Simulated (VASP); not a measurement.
Crystal: Ga3W.

```xyz
8
Lattice="6.4373 0.0000 0.0000 -3.2186 5.5749 0.0000 0.0000 0.0000 5.0791" Properties=species:S:1:pos:R:3 pbc="T T T"
Ga    1.6236    0.9374    3.8093
Ga    4.8137    0.9374    3.8093
Ga    3.2186    3.7001    3.8093
Ga    1.5951    4.6375    1.2698
Ga   -1.5951    4.6375    1.2698
Ga    0.0000    1.8747    1.2698
W     3.2186    1.8583    1.2698
W     0.0000    3.7166    3.8093
```

```yaml
Program: VASP 6.6.1
Task: relaxation of cell and atoms
Functional: PBE
Potentials_or_basis: VASP PAW PBE potentials, release 64 (Ga_d, W_sv)
Cutoff: 600 eV
k_mesh: 3 × 3 × 4
Occupations: gaussian, width 0.1 eV
Spin: no spin polarisation
```

At the start: pressure -18.4 GPa; volume 22.78 Å³/atom.

Q: How do energy, volume and symmetry change on relaxing?

A: Over 7 steps the energy falls by 650.2 meV/atom and the volume is 15.81 Å³/atom (-30.6 %); space group P6_3/mmc (No. 194, to 0.05 Å).

Step by step:
```tsv
step	energy change (eV)	largest force (eV/Å)	pressure (GPa)	volume (Å³)
1	0.0000	0.4920	-18.42	182.27
2	-4.9310	0.3292	4.79	121.47
3	-4.9812	0.2218	0.48	125.32
4	-5.1476	0.1566	1.48	124.84
5	-5.1867	0.0621	2.28	124.40
6	-5.1831	0.0787	-2.15	128.85
7	-5.2013	0.0030	0.06	126.47
```

Final structure:
```xyz
8
Lattice="5.4879 0.0000 0.0000 -2.7439 4.7526 0.0000 0.0000 0.0000 4.8490" Properties=species:S:1:pos:R:3 pbc="T T T"
Ga    1.3830    0.7985    3.6368
Ga    4.1049    0.7985    3.6368
Ga    2.7439    3.1557    3.6368
Ga    1.3610    3.9542    1.2123
Ga   -1.3610    3.9542    1.2123
Ga    0.0000    1.5969    1.2123
W     2.7439    1.5842    1.2123
W     0.0000    3.1684    3.6368
```

Caveat: the k points lie up to 0.44 Å⁻¹ apart in the final cell; the volume moved by over 15 % at a fixed basis, so the end points are rough.
